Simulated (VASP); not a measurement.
# W (Im-3m) in VASP: notebook

W is run at these levels: revPBE; tasks: single point.

Everything below comes from runs of VASP 6.6.1. Logs are shortened: lines on timing, memory, paths and dates and some standing lists are left out, and cuts for length are marked.

### 1 The cell of the first run

Symmetry: Im-3m, No. 229, cubic system. Conventional cell: a = 3.033 Å, b = 3.033 Å, c = 3.033 Å, α = 90.00°, β = 90.00°, γ = 90.00°. Within 3.5 Å of W (site symmetry m-3m) lie 14 W at 2.63 to 3.03 Å.

### 2 Single point, revPBE

Input file INCAR:

```
SYSTEM = W
  ALGO = Normal
  EDIFF = 1E-6
  ENCUT = 520
  GGA = RE
  ISIF = 2
  ISMEAR = -1
  LASPH = .True.
  LCHARG = .False.
  LREAL = .False.
  LWAVE = .False.
  NBANDS = 13
  NELM = 100
  PREC = Accurate
  SIGMA = 0.15
```

Input file KPOINTS:

```
k-points
0
Gamma
  13 13 13
  0 0 0
```

Input file POSCAR:

```
W
1.0
   -1.5163358507      1.5163358507      1.5163358507
    1.5163358507     -1.5163358507      1.5163358507
    1.5163358507      1.5163358507     -1.5163358507
W
1
Direct
    0.0000000000      0.0000000000      0.0000000000
```

Potentials or basis: VASP PAW PBE potentials, release 64 (W_sv).

The run is started by

```bash
$ cat potpaw_PBE.64/W_sv/POTCAR > POTCAR
$ mpirun -np 1 vasp_std > vasp.out
```

OUTCAR:

```text
SYSTEM = W
   EDIFF = 1E-6
   ENCUT = 520
   GGA = RE
   ISIF = 2
   ISMEAR = -1
   LASPH = .True.
   LREAL = .False.
   NELM = 100
   PREC = Accurate

 ion  position               nearest neighbor table
   1  0.000  0.000  0.000-

  LATTYP: Found a body centered cubic cell.
 ALAT       =     3.0326717014

  Lattice vectors:

 A1 = (  -1.5163358507,   1.5163358507,   1.5163358507)
 A2 = (   1.5163358507,  -1.5163358507,   1.5163358507)
 A3 = (   1.5163358507,   1.5163358507,  -1.5163358507)

Analysis of symmetry for initial positions (statically):
=====================================================================
 Subroutine PRICEL returns:
 Original cell was already a primitive cell.

 Routine SETGRP: Setting up the symmetry group for a
 body centered cubic supercell.

 Subroutine GETGRP returns: Found 48 space group operations
 (whereof 48 operations were pure point group operations)
 out of a pool of 48 trial point group operations.

The static configuration has the point symmetry O_h .

Analysis of symmetry for dynamics (positions and initial velocities):
=====================================================================
 Subroutine PRICEL returns:
 Original cell was already a primitive cell.

 Routine SETGRP: Setting up the symmetry group for a
 body centered cubic supercell.

 Subroutine GETGRP returns: Found 48 space group operations
 (whereof 48 operations were pure point group operations)
 out of a pool of 48 trial point group operations.

The dynamic configuration has the point symmetry O_h .

 Subroutine INISYM returns: Found 48 space group operations
 (whereof 48 operations are pure point group operations),
 and found     1 'primitive' translations

----------------------------------------------------------------------------------------

                                     Primitive cell

  volume of cell :      13.9459

  direct lattice vectors                    reciprocal lattice vectors
    -1.516335851  1.516335851  1.516335851     0.000000000  0.329742253  0.329742253
     1.516335851 -1.516335851  1.516335851     0.329742253  0.000000000  0.329742253
     1.516335851  1.516335851 -1.516335851     0.329742253  0.329742253  0.000000000

  length of vectors
     2.626370735  2.626370735  2.626370735     0.466325967  0.466325967  0.466325967

  position of ions in fractional coordinates (direct lattice)
     0.000000000  0.000000000  0.000000000

  ion indices of the primitive-cell ions
[... 75 lines left out ...]
   LREAL  =      F    real-space projection
   EDIFFG = 0.1E-04   stopping-criterion for IOM
   NSW    =      0    number of steps for IOM
   IBRION =     -1    ionic relax: 0-MD 1-quasi-New 2-CG
   NFREE  =      0    steps in history (QN), initial steepest desc. (CG)
   ISIF   =      2    stress and relaxation
   ISYM   =      2    0-nonsym 1-usesym 2-fastsym
   POTIM  = 0.5000    time-step for ionic-motion
   TEBEG  =    0.0;   TEEND  =   0.0 temperature during run
   PSTRESS=    0.0 pullay stress
   NELECT =      14.0000    total number of electrons
   NUPDOWN=      -1.0000    fix difference up-down
   EMIN   =  10.00;   EMAX   =-10.00  energy-range for DOS
   EFERMI =   0.00;   METHOD = LEGACY
   ISMEAR =    -1;   SIGMA  =   0.15  broadening in eV -4-tet -1-fermi 0-gaus
   EFERMI_NEDOS =   21; number of points for ismear=-14 and -15
   IALGO  =     38    algorithm
   IMIX   =      4    mixing-type and parameters
     AMIX     =   0.40;   BMIX     =  1.00
     AMIX_MAG =   1.60;   BMIX_MAG =  1.00
  volume/ion in A,a.u.               =      13.95        94.11
  Fermi-wavevector in a.u.,A,eV,Ry     =   1.639213  3.097664 36.559125  2.687020
  Thomas-Fermi vector in A             =   2.730056
   LORBIT       =      0    0 simple, 1 ext, 2 COOP (PROOUT), +10 PAW based schemes
   GGA     = RE    functional components
   LHFCALC =     F    Hartree Fock is set to
   AEXX    =    0.0000 exact exchange contribution
   IVDW    =     0    specifies the selected vdW correction
   LEPSILON=     F    determine dielectric tensor
   LRPA    =     F    only Hartree local field effects (RPA)
 non-spin polarized calculation
  energy-cutoff  :      520.00
  volume of cell :       13.95
 maximum number of plane-waves:       386
   NGX =  9   NGY =  9   NGZ =  9

 number of electron      14.0000003 magnetization

 Free energy of the ion-electron system (eV)
  ---------------------------------------------------
  ext. energy  EPLUGINS =         0.00000000
  ---------------------------------------------------
  free energy    TOTEN  =       -12.12411286 eV

  energy without entropy =      -12.09651384  energy(sigma->0) =      -12.11031335

 E-fermi :  13.5030     XC(G=0): -14.3486

 val. band max:       13.4351239271   @ k =   0.3846   0.0769   0.0769
 cond. band min:      13.5117538496   @ k =  -0.4615   0.4615   0.2308
 fundamental gap:      0.0766299225
 Fermi energy:        13.5029579976

 k-point     1 :       0.0000    0.0000    0.0000
  band No.  band energies     occupation
      1     -60.6129      2.00000
      2     -23.9290      2.00000
      3     -23.9290      2.00000
      4     -23.9290      2.00000
      5       3.1305      2.00000
      6      11.9854      1.99992
      7      11.9854      1.99992
      8      11.9854      1.99992
      9      16.0287      0.00000
     10      16.0287      0.00000
     11      28.2155      0.00000
     12      28.2155      0.00000
     13      28.2155      0.00000
[... 354 lines left out ...]
  band No.  band energies     occupation
      1     -60.4435      2.00000
      2     -25.3279      2.00000
      3     -24.3575      2.00000
      4     -24.0428      2.00000
      5       6.9915      2.00000
      6       9.8052      2.00000
      7      10.7909      2.00000
      8      15.7979      0.00000
      9      16.5494      0.00000
     10      18.2288      0.00000
     11      28.6316      0.00000
     12      30.1195      0.00000
     13      33.4704      0.00000

 [... further k-points ...]
[... 5 lines left out ...]
  --------------------------------------------------------------------------------------
  -------------------------------------------------------------------------------------
  Total        5.6016597      5.6016597      5.6016597     -0.0000000      0.0000000     -0.0000000
  in kB      643.5482303    643.5482303    643.5482303     -0.0000000      0.0000000     -0.0000000
  external PRESSURE =     643.5482303 kB  Pullay stress =       0.0000000 kB

 VOLUME and BASIS-vectors are now :
 -----------------------------------------------------------------------------
  energy-cutoff  :      520.00
  volume of cell :       13.95
      direct lattice vectors                 reciprocal lattice vectors
    -1.516335851  1.516335851  1.516335851     0.000000000  0.329742253  0.329742253
     1.516335851 -1.516335851  1.516335851     0.329742253  0.000000000  0.329742253
     1.516335851  1.516335851 -1.516335851     0.329742253  0.329742253  0.000000000

 POSITION                                       TOTAL-FORCE (eV/Angst)
 -----------------------------------------------------------------------------------
      0.00000      0.00000      0.00000        -0.000000     -0.000000     -0.000000
 -----------------------------------------------------------------------------------
    total drift:                                0.000000      0.000000      0.000000

  FREE ENERGIE OF THE ION-ELECTRON SYSTEM (eV)
  ---------------------------------------------------
  free  energy   TOTEN  =       -12.1241128625 eV

  energy  without entropy=      -12.0965138402  energy(sigma->0) =      -12.11031335
```

OSZICAR:

```text
N       E                     dE             d eps       ncg     rms          rms(c)
DAV:   1     0.843345693541E+02    0.84335E+02   -0.74548E+03  2202   0.125E+03
DAV:   2    -0.111204477589E+02   -0.95455E+02   -0.91629E+02  2414   0.316E+02
DAV:   3    -0.126153310328E+02   -0.14949E+01   -0.14910E+01  2419   0.388E+01
DAV:   4    -0.126204013412E+02   -0.50703E-02   -0.50701E-02  2449   0.248E+00
DAV:   5    -0.126204359406E+02   -0.34599E-04   -0.34599E-04  2439   0.192E-01    0.264E+01
DAV:   6    -0.122460325783E+02    0.37440E+00   -0.27041E-01  2289   0.735E+00    0.119E+01
DAV:   7    -0.121276174234E+02    0.11842E+00   -0.18223E-01  2429   0.578E+00    0.451E-01
DAV:   8    -0.121241112348E+02    0.35062E-02   -0.46615E-03  2219   0.926E-01    0.462E-02
DAV:   9    -0.121241210521E+02   -0.98173E-05   -0.55820E-05  2509   0.982E-02    0.481E-02
DAV:  10    -0.121241127862E+02    0.82660E-05   -0.17947E-05  2384   0.614E-02    0.429E-03
DAV:  11    -0.121241128625E+02   -0.76304E-07   -0.29940E-07  1560   0.652E-03
   1 F= -.12124113E+02 E0= -.12110313E+02  d E =-.275990E-01
```

Run time: 34 s. Hardware: 1 thread of Intel Xeon 8259CL, shared host; peak memory 0.13 GiB.

Results:

| Property | Result |
| --- | --- |
| Free energy | -12.1241 eV |
| Pressure | 64.4 GPa |
| Band gap on the k mesh | zero (band 7 reaches 18.80 eV, above the bottom of band 8 at 11.99 eV) |

Caveat: the PAW data sets were made with another functional, which shifts forces and pressure a little; spin-orbit coupling is left out, which moves the levels of the heavy elements.

(Continued in part 2 of 2.)
